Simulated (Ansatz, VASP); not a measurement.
Two plane-wave programs on La3N2

```
La N
1.0
     7.49332    0.00000    0.00000
     0.00000    7.49332    0.00000
     0.00000    0.00000    3.77260
La N
6 4
Direct
  0.00000 0.00000 0.00000
  0.50000 0.50000 0.00000
  0.16635 0.66635 0.50000
  0.33365 0.16635 0.50000
  0.83365 0.33365 0.50000
  0.66635 0.83365 0.50000
  0.69257 0.19257 0.00000
  0.80743 0.69257 0.00000
  0.30743 0.80743 0.00000
  0.19257 0.30743 0.00000
```

Change from the starting cell: species swapped into the Y3Au2 type (P4/mbm, No. 127).

Alike in both runs: functional PBE; k mesh 6 × 6 × 10; occupations gaussian, width 0.1 eV; no spin polarisation.

Ansatz relaxed the structure, and its values are those at the end. VASP's run is a single point on that final structure, the one shown.

|  | VASP | Ansatz |
| --- | --- | --- |
| version | VASP 6.6.1 | Ansatz 0.2.0 |
| potentials or method | VASP PAW PBE potentials, release 64 (La, N), cutoff 520 eV | scalar-relativistic, plane waves, PAW |
| valence electrons in the cell | 86 | 86 |

```csv
,VASP,Ansatz,Ansatz less VASP
gap on the k mesh at the Fermi level (eV),none,none,-
pressure (GPa),-0.1,0.0,+0.10
rms of the force components (eV/Å),0.001,0.003,+0.0023
```

A gap of «none» marks a metal or a gap that the smearing closes.

Neither program's run includes spin-orbit coupling.
